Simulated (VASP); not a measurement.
# SiC (P6_3mc) in VASP: notebook

The runs below take SiC through single point, with PBE.

Program: VASP 6.6.1. These are calculated values, not measurements. Logs are shortened: lines on timing, memory, paths and dates and some standing lists are left out, and cuts for length are marked.

## 1. The cell of the first run

The structure is hexagonal, space group P6_3mc (No. 186). The conventional cell has a = 3.075 Å, b = 3.075 Å, c = 4.846 Å, α = 90.00°, β = 90.00°, γ = 120.00°. Si (site symmetry 3m) has 4 C at 1.85 to 1.87 Å within 2.5 Å. Within 2.5 Å of C (site symmetry 3m) lie 4 Si at 1.85 to 1.87 Å.

## 2. Single point, PBE (uniaxial z strain -4.0%)

Contents of INCAR:

```
SYSTEM = SiC
  ALGO = Normal
  EDIFF = 1E-6
  ENCUT = 520
  GGA = PE
  ISIF = 2
  ISMEAR = 0
  LASPH = .TRUE.
  LCHARG = .FALSE.
  LREAL = .FALSE.
  LWAVE = .FALSE.
  NBANDS = 16
  NELM = 100
  PREC = Accurate
  SIGMA = 0.01
```

Contents of KPOINTS:

```
k-points
0
G
  6 6 4
  0 0 0
```

Contents of POSCAR:

```
SiC
1.0
    3.0753562392      0.0000000000      0.0000000000
   -1.5376781196      2.6633366288      0.0000000000
    0.0000000000      0.0000000000      4.8461837674
Si C
2 2
Direct
    0.3333333333      0.6666666667     -0.0030115666
    0.6666666667      0.3333333333      0.4969884334
    0.3333333333      0.6666666667      0.3780115666
    0.6666666667      0.3333333333      0.8780115666
```

Potentials or basis: VASP PAW PBE potentials, release 64 (Si, C).

Run with:

```console
> cat potpaw_PBE.64/Si/POTCAR potpaw_PBE.64/C/POTCAR > POTCAR
> mpirun -np 1 vasp_std > vasp.out
```

OUTCAR:

```text
SYSTEM = SiC
   EDIFF = 1E-6
   ENCUT = 520
   GGA = PE
   ISIF = 2
   ISMEAR = 0
   LASPH = .TRUE.
   LREAL = .FALSE.
   NELM = 100
   PREC = Accurate

 ion  position               nearest neighbor table
   1  0.333  0.667  0.997-   3 1.85   4 1.87   4 1.87   4 1.87   2 3.00   2 3.00   2 3.00   2 3.00
                             2 3.00   2 3.00
   2  0.667  0.333  0.497-   4 1.85   3 1.87   3 1.87   3 1.87   1 3.00   1 3.00   1 3.00   1 3.00
                             1 3.00   1 3.00
   3  0.333  0.667  0.378-   1 1.85   2 1.87   2 1.87   2 1.87
   4  0.667  0.333  0.878-   2 1.85   1 1.87   1 1.87   1 1.87

  LATTYP: Found a hexagonal cell.
 ALAT       =     3.0753562392
 C/A-ratio  =     1.5758121630

  Lattice vectors:

 A1 = (   3.0753562392,   0.0000000000,   0.0000000000)
 A2 = (  -1.5376781196,   2.6633366288,   0.0000000000)
 A3 = (   0.0000000000,   0.0000000000,   4.8461837674)

Analysis of symmetry for initial positions (statically):
=====================================================================
 Subroutine PRICEL returns:
 Original cell was already a primitive cell.

 Routine SETGRP: Setting up the symmetry group for a
 hexagonal supercell.

 Subroutine GETGRP returns: Found 12 space group operations
 (whereof  6 operations were pure point group operations)
 out of a pool of 24 trial point group operations.

The static configuration has the point symmetry C_3v.
 The point group associated with its full space group is C_6v.

Analysis of symmetry for dynamics (positions and initial velocities):
=====================================================================
 Subroutine PRICEL returns:
 Original cell was already a primitive cell.

 Routine SETGRP: Setting up the symmetry group for a
 hexagonal supercell.

 Subroutine GETGRP returns: Found 12 space group operations
 (whereof  6 operations were pure point group operations)
 out of a pool of 24 trial point group operations.

The dynamic configuration has the point symmetry C_3v.
 The point group associated with its full space group is C_6v.

 Subroutine INISYM returns: Found 12 space group operations
 (whereof  6 operations are pure point group operations),
 and found     1 'primitive' translations

----------------------------------------------------------------------------------------

                                     Primitive cell

  volume of cell :      39.6937

  direct lattice vectors                    reciprocal lattice vectors
     3.075356239  0.000000000  0.000000000     0.325165582  0.187734436  0.000000000
    -1.537678120  2.663336629  0.000000000     0.000000000  0.375468872  0.000000000
     0.000000000  0.000000000  4.846183767     0.000000000  0.000000000  0.206347932

  length of vectors
     3.075356239  3.075356239  4.846183767     0.375468872  0.375468872  0.206347932

  position of ions in fractional coordinates (direct lattice)
     0.333333333  0.666666667  0.996988433
     0.666666667  0.333333333  0.496988433
     0.333333333  0.666666667  0.378011567
     0.666666667  0.333333333  0.878011567

  ion indices of the primitive-cell ions
   primitive index   ion index
                 1           1
                 2           2
                 3           3
                 4           4

----------------------------------------------------------------------------------------

 KPOINTS: k-points

Automatic generation of k-mesh.
 Grid dimensions read from file:
 generate k-points for:    6    6    4

 Generating k-lattice:

  Cartesian coordinates                     Fractional coordinates (reciprocal lattice)
     0.054194264  0.031289073  0.000000000     0.166666667  0.000000000  0.000000000
     0.000000000  0.062578145  0.000000000     0.000000000  0.166666667  0.000000000
     0.000000000  0.000000000  0.051586983     0.000000000  0.000000000  0.250000000

  Length of vectors
     0.062578145  0.062578145  0.051586983

  Shift w.r.t. Gamma in fractional coordinates (k-lattice)
     0.000000000  0.000000000  0.000000000

 Subroutine IBZKPT returns following result:
 ===========================================

 Found     21 irreducible k-points:

 Following reciprocal coordinates:
            Coordinates               Weight
  0.000000  0.000000  0.000000      1.000000
  0.166667 -0.000000  0.000000      6.000000
  0.333333  0.000000  0.000000      6.000000
  0.500000 -0.000000  0.000000      3.000000
  0.166667  0.166667  0.000000      6.000000
  0.333333  0.166667  0.000000     12.000000
[... 13 lines left out ...]
  0.333333  0.166667  0.500000     12.000000
  0.333333  0.333333  0.500000      2.000000
   k-points           NKPTS =     21   k-points in BZ     NKDIM =     21   number of bands    NBANDS=     16
   number of dos      NEDOS =    301   number of ions     NIONS =      4
   total plane-waves  NPLWV =  20736
   dimension x,y,z NGX =    24 NGY =   24 NGZ =   36
   dimension x,y,z NGXF=    48 NGYF=   48 NGZF=   72
   ions per type =               2   2
   NGX,Y,Z   is equivalent  to a cutoff of  12.97, 12.97, 12.35 a.u.
   NGXF,Y,Z  is equivalent  to a cutoff of  25.95, 25.95, 24.70 a.u.
 SYSTEM =  SiC
   PREC   = accura    normal or accurate (medium, high low for compatibility)
   ISTART =      0    job   : 0-new  1-cont  2-samecut
   ICHARG =      2    charge: 1-file 2-atom 10-const
   ISPIN  =      1    spin polarized calculation?
   LNONCOLLINEAR =      F non collinear calculations
   LSORBIT =      F    spin-orbit coupling
   LASPH  =      T    aspherical Exc in radial PAW
   ENCUT  =  520.0 eV  38.22 Ry    6.18 a.u.   5.72  5.72  9.01*2*pi/ulx,y,z
   NELM   =    100;   NELMIN=  2; NELMDL= -5     # of ELM steps
   EDIFF  = 0.1E-05   stopping-criterion for ELM
   LREAL  =      F    real-space projection
   EDIFFG = 0.1E-04   stopping-criterion for IOM
   NSW    =      0    number of steps for IOM
   IBRION =     -1    ionic relax: 0-MD 1-quasi-New 2-CG
   NFREE  =      0    steps in history (QN), initial steepest desc. (CG)
   ISIF   =      2    stress and relaxation
   ISYM   =      2    0-nonsym 1-usesym 2-fastsym
   POTIM  = 0.5000    time-step for ionic-motion
   TEBEG  =    0.0;   TEEND  =   0.0 temperature during run
   PSTRESS=    0.0 pullay stress
   NELECT =      16.0000    total number of electrons
   NUPDOWN=      -1.0000    fix difference up-down
   EMIN   =  10.00;   EMAX   =-10.00  energy-range for DOS
   EFERMI =   0.00;   METHOD = LEGACY
   ISMEAR =     0;   SIGMA  =   0.01  broadening in eV -4-tet -1-fermi 0-gaus
   EFERMI_NEDOS =   21; number of points for ismear=-14 and -15
   IALGO  =     38    algorithm
   IMIX   =      4    mixing-type and parameters
     AMIX     =   0.40;   BMIX     =  1.00
     AMIX_MAG =   1.60;   BMIX_MAG =  1.00
  volume/ion in A,a.u.               =       9.92        66.97
  Fermi-wavevector in a.u.,A,eV,Ry     =   1.209319  2.285282 19.897888  1.462454
  Thomas-Fermi vector in A             =   2.344900
   LORBIT       =      0    0 simple, 1 ext, 2 COOP (PROOUT), +10 PAW based schemes
   GGA     = PE    functional components
   LHFCALC =     F    Hartree Fock is set to
   AEXX    =    0.0000 exact exchange contribution
   IVDW    =     0    specifies the selected vdW correction
   LEPSILON=     F    determine dielectric tensor
   LRPA    =     F    only Hartree local field effects (RPA)
 non-spin polarized calculation
 Gauss-broadening in eV      SIGMA  =   0.01
  energy-cutoff  :      520.00
  volume of cell :       39.69
 maximum number of plane-waves:      1087
 NGX is ok and might be reduce to    24
   NGX = 11   NGY = 11   NGZ = 19

 number of electron      16.0000000 magnetization

 Free energy of the ion-electron system (eV)
  ---------------------------------------------------
  ext. energy  EPLUGINS =         0.00000000
  ---------------------------------------------------
  free energy    TOTEN  =       -29.93917447 eV

  energy without entropy =      -29.93917447  energy(sigma->0) =      -29.93917447

 E-fermi :   9.0050     XC(G=0): -11.5263

 val. band max:        8.9294285907   @ k =   0.0000   0.0000   0.0000
 cond. band min:      11.1609626780   @ k =   0.3333   0.3333   0.0000
 fundamental gap:      2.2315340873
 Fermi energy:         9.0050472246

 k-point     1 :       0.0000    0.0000    0.0000
  band No.  band energies     occupation
      1      -7.1698      2.00000
      2      -3.1294      2.00000
      3      -0.0456      2.00000
      4       7.1009      2.00000
      5       7.1009      2.00000
      6       8.6344      2.00000
[... 8 lines left out ...]
     15      17.8520      0.00000
     16      20.0414      0.00000

 k-point     2 :       0.1667   -0.0000    0.0000
  band No.  band energies     occupation
      1      -6.6903      2.00000
      2      -2.7420      2.00000
      3       0.3950      2.00000
      4       4.9253      2.00000
      5       6.4055      2.00000
      6       7.1256      2.00000
[... 8 lines left out ...]
     15      18.4857      0.00000
     16      18.7027      0.00000

 k-point     3 :       0.3333    0.0000    0.0000
  band No.  band energies     occupation
      1      -5.3183      2.00000
      2      -1.8862      2.00000
      3       1.2234      2.00000
      4       2.2719      2.00000
      5       4.4235      2.00000
      6       5.4538      2.00000
[... 8 lines left out ...]
     15      19.9091      0.00000
     16      20.9071      0.00000

 k-point     4 :       0.5000   -0.0000    0.0000
  band No.  band energies     occupation
      1      -3.8346      2.00000
      2      -2.2816      2.00000
      3       0.9967      2.00000
      4       2.5542      2.00000
      5       3.1860      2.00000
      6       5.0824      2.00000
[... 8 lines left out ...]
     15      20.0536      0.00000
     16      21.3947      0.00000
[... 267 lines left out ...]
 k-point    19 :       0.1667    0.1667    0.5000
  band No.  band energies     occupation
      1      -4.4989      2.00000
      2      -4.4989      2.00000
      3       3.2064      2.00000
      4       3.2064      2.00000
      5       5.6294      2.00000
      6       5.6294      2.00000
[... 8 lines left out ...]
     15      19.3604      0.00000
     16      19.3604      0.00000

 k-point    20 :       0.3333    0.1667    0.5000
  band No.  band energies     occupation
      1      -3.0239      2.00000
      2      -3.0239      2.00000
      3       1.0186      2.00000
      4       1.0186      2.00000
      5       4.4429      2.00000
      6       4.4429      2.00000
[... 8 lines left out ...]
     15      20.5288      0.00000
     16      20.5288      0.00000

 k-point    21 :       0.3333    0.3333    0.5000
  band No.  band energies     occupation
      1      -2.2531      2.00000
      2      -2.2531      2.00000
      3       0.7473      2.00000
      4       0.7473      2.00000
      5       2.9044      2.00000
      6       2.9044      2.00000
[... 8 lines left out ...]
     15      20.3858      0.00000
     16      20.3858      0.00000

------------------------ aborting loop because EDIFF is reached ----------------------------------------

  FORCE on cell =-STRESS in cart. coord.  units (eV):
  Direction    XX          YY          ZZ          XY          YZ          ZX
  --------------------------------------------------------------------------------------
  -------------------------------------------------------------------------------------
  Total        1.6065682      1.6065682      6.7388006      0.0000000     -0.0000000      0.0000000
  in kB       64.8467742     64.8467742    272.0018255      0.0000000     -0.0000000      0.0000000
  external PRESSURE =     133.8984580 kB  Pullay stress =       0.0000000 kB

 VOLUME and BASIS-vectors are now :
 -----------------------------------------------------------------------------
  energy-cutoff  :      520.00
  volume of cell :       39.69
      direct lattice vectors                 reciprocal lattice vectors
     3.075356239  0.000000000  0.000000000     0.325165582  0.187734436  0.000000000
    -1.537678120  2.663336629  0.000000000     0.000000000  0.375468872  0.000000000
     0.000000000  0.000000000  4.846183767     0.000000000  0.000000000  0.206347932

 POSITION                                       TOTAL-FORCE (eV/Angst)
 -----------------------------------------------------------------------------------
     -0.00000      1.77556      4.83159        -0.000000      0.000000     -0.051974
      1.53768      0.88778      2.40850         0.000000     -0.000000     -0.051974
     -0.00000      1.77556      1.83191         0.000000     -0.000000      0.051974
      1.53768      0.88778      4.25501         0.000000      0.000000      0.051974
 -----------------------------------------------------------------------------------
    total drift:                                0.000000      0.000000     -0.000118

  FREE ENERGIE OF THE ION-ELECTRON SYSTEM (eV)
  ---------------------------------------------------
  free  energy   TOTEN  =       -29.9391744703 eV

  energy  without entropy=      -29.9391744703  energy(sigma->0) =      -29.93917447
```

It took 4.6 s on 1 thread of Intel Xeon 6975P-C (Granite Rapids), shared host; peak memory 0.15 GiB.

What came out:

| Quantity | Value |
| --- | --- |
| Free energy | -29.9392 eV |
| Pressure | 13.4 GPa |
| Largest force | 0.052 eV/Å |
| Band gap on the k mesh | 2.23 eV, indirect (least direct gap 3.71 eV) |

Forces in eV/Å, atoms in the order of the input:
```
Si   0.000  0.000 -0.052
Si   0.000  0.000 -0.052
C    0.000  0.000  0.052
C    0.000  0.000  0.052
```

Levels at points of the mesh, in eV from the valence-band top:
```tsv
k point	band 4	band 5	band 6	band 7	band 8	band 9	band 10	band 11	band 12	band 13
(0.00, 0.00, 0.00)	-1.83	-1.83	-0.29	-0.29	0.00	4.29	6.37	6.37	6.81	8.29
(0.50, 0.00, 0.00)	-6.38	-5.74	-3.85	-3.54	-1.39	2.32	4.40	6.95	7.04	10.58
(0.00, 0.00, 0.50)	-4.31	-1.13	-1.13	-1.13	-1.13	5.57	5.57	7.06	7.06	7.06
(0.50, 0.00, 0.50)	-8.68	-2.85	-2.85	-2.31	-2.31	3.27	3.27	5.41	5.41	10.64
```

Caveat: the cell differs from its parent crystal (uniaxial z strain -4.0%). A k mesh can miss the band edges.

## 3. Single point, PBE (uniaxial z strain -3.0%)

Contents of INCAR:

```
SYSTEM = SiC
ALGO = Normal
EDIFF = 1E-6
ENCUT = 520
GGA = PE
ISIF = 2
ISMEAR = 0
LASPH = .TRUE.
LCHARG = .FALSE.
LREAL = .FALSE.
LWAVE = .FALSE.
NBANDS = 16
NELM = 100
PREC = Accurate
SIGMA = 0.01
```

KPOINTS is that of step 2.

Contents of POSCAR:

```
SiC
1.0
    3.0753562392      0.0000000000      0.0000000000
   -1.5376781196      2.6633366288      0.0000000000
    0.0000000000      0.0000000000      4.8966648483
Si C
2 2
Direct
    0.3333333333      0.6666666667     -0.0022097683
    0.6666666667      0.3333333333      0.4977902317
    0.3333333333      0.6666666667      0.3772097683
    0.6666666667      0.3333333333      0.8772097683
```

Potentials or basis: VASP PAW PBE potentials, release 64 (Si, C).

Run with:

```console
> cat potpaw_PBE.64/Si/POTCAR potpaw_PBE.64/C/POTCAR > POTCAR
> mpirun -np 1 vasp_std > vasp.out
```

It took 4.5 s on 1 thread of Intel Xeon 6975P-C (Granite Rapids), shared host; peak memory 0.15 GiB.

The run converged. Its results:

* Free energy: -30.0007 eV
* Pressure: 10.7 GPa
* Largest force: 0.042 eV/Å
* Band gap on the k mesh: 2.27 eV, indirect (least direct gap 3.78 eV)

Forces on the atoms (eV/Å):
```
Si   0.000  0.000 -0.042
Si   0.000  0.000 -0.042
C    0.000  0.000  0.042
C    0.000  0.000  0.042
```

Stress tensor (GPa, compression positive):
```
 5.61  0.00  0.00
 0.00  5.61  0.00
 0.00  0.00 20.96
```

Levels at points of the mesh, in eV from the valence-band top:
| k point | band 6 | band 7 | band 8 | band 9 | band 10 | band 11 |
| --- | --- | --- | --- | --- | --- | --- |
| (0.00, 0.00, 0.00) | -0.18 | -0.18 | 0.00 | 4.46 | 6.48 | 6.48 |
| (0.50, 0.00, 0.00) | -3.68 | -3.45 | -1.31 | 2.47 | 4.38 | 6.97 |
| (0.00, 0.00, 0.50) | -0.98 | -0.98 | -0.98 | 5.69 | 5.69 | 7.17 |
| (0.50, 0.00, 0.50) | -2.71 | -2.29 | -2.29 | 3.32 | 3.32 | 5.39 |

Caveat: the cell differs from its parent crystal (uniaxial z strain -3.0%).
